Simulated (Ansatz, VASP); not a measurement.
**One calculation of Na, two programs**

```
CELL_PARAMETERS angstrom
-2.14811 2.14811 2.14811
2.14811 -2.14811 2.14811
2.14811 2.14811 -2.14811
ATOMIC_POSITIONS crystal
Na 0.00000 0.00000 0.00000
```

Alike in both runs: task single point; functional PBE; k mesh 8 × 8 × 8; no spin polarisation.

|  | VASP | Ansatz |
| --- | --- | --- |
| version | VASP 6.6.1 | Ansatz 0.2.0 |
| potentials or method | VASP PAW PBE potentials, release 64 (Na_pv), cutoff 500 eV | plane waves, PAW |
| occupations | methfessel-paxton of order 1, width 0.05 eV | cold, width 0.05 eV |
| valence electrons in the cell | 7 | 9 |

|  | VASP | Ansatz | Ansatz less VASP |
| --- | --- | --- | --- |
| pressure (GPa) | -0.5 | -0.5 | +0.04 |

VASP's potentials hold 7 valence electrons a cell and Ansatz's 9, so a difference there can come from the potentials and not from the codes.
